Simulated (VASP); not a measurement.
**Cs: single point with PBE**

The system is Cs.

```
CELL_PARAMETERS angstrom
-3.19562 3.19562 3.19562
3.19562 -3.19562 3.19562
3.19562 3.19562 -3.19562
ATOMIC_POSITIONS crystal
Cs 0.00000 0.00000 0.00000
```

```yaml
Program: VASP 6.6.1
Task: single point
Functional: PBE
Potentials_or_basis: VASP PAW PBE potentials, release 64 (Cs_sv)
Cutoff: 520 eV
k_mesh: 12 × 12 × 12
Occupations: fermi-dirac, width 0.1 eV
Spin: no spin polarisation
Dipole_correction: no
Further_INCAR_settings: ALGO = Normal; EDIFF = 1e-06; NBANDS = 10
```

The pressure is -0.2 GPa and the band gap on the k mesh is zero (an odd number of electrons rules out a gap without spin polarisation).

Levels at points of the mesh, in eV from the Fermi level:
| k point | band 2 | band 3 | band 4 | band 5 | band 6 | band 7 |
| --- | --- | --- | --- | --- | --- | --- |
| (0.00, 0.00, 0.00) | -10.68 | -10.68 | -10.68 | -1.54 | 2.42 | 2.42 |
| (0.50, 0.00, 0.00) | -10.77 | -10.71 | -10.68 | 0.09 | 0.77 | 1.66 |
| (0.50, 0.50, 0.50) | -10.75 | -10.75 | -10.75 | 0.75 | 0.75 | 2.72 |

It took 2.1 min on 1 thread of AMD EPYC 7R13 (shared host), peak memory 0.26 GiB.

Caveat: spin-orbit coupling is left out, which moves the levels of the heavy elements.
